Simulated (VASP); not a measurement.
Write the native input for VASP 6.6.1 that does the following.

```yaml
Task: single point
Functional: PBE
Dispersion: D3(BJ)
Potentials_or_basis: VASP PAW PBE potentials, release 64 (Si)
Cutoff: 520 eV
k_mesh: 15 × 15 × 1
Occupations: gaussian, width 0.1 eV
Spin: no spin polarisation
Dipole_correction: yes
Further_INCAR_settings: ALGO = Normal; EDIFF = 1e-06; NBANDS = 16
```

The structure of Si lies in POSCAR:

```
Si
1.0
    3.8472023568      0.0000000000      0.0000000000
   -1.9236011784      3.3317749745      0.0000000000
    0.0000000000      0.0000000000     34.4893942845
Si
4
Direct
    0.3333333333      0.6666666667      0.4596323639
    0.6666666667      0.3333333333      0.4434933479
    0.6666666667      0.3333333333      0.5565068473
    0.0000000000      0.0000000000      0.5403674409
```

One way to write it, as run:

INCAR

```
ALGO = Normal
DIPOL = 0.5 0.5 0.500
EDIFF = 1E-6
ENCUT = 520
GGA = PE
IDIPOL = 3
ISIF = 2
ISMEAR = 0
IVDW = 12
LASPH = True
LCHARG = False
LDIPOL = True
LREAL = False
LWAVE = False
NBANDS = 16
NELM = 60
PREC = Accurate
SIGMA = 0.1
```

KPOINTS

```
k-points
0
Gamma
  15 15 1
```

Potentials or basis: VASP PAW PBE potentials, release 64 (Si).

Command:

```bash
$ cat potpaw_PBE.64/Si/POTCAR > POTCAR
$ mpirun -np 1 vasp_std > vasp.out
```

It gave:

```
Largest force              : 0.009 eV/Å
Band gap on the k mesh     : zero (bands 8 and 9 overlap by 0.16 eV)
Dispersion energy per atom : -0.292 eV
```

It took 8.4 min on 1 thread of Intel Xeon 8259CL (shared host), peak memory 0.61 GiB.
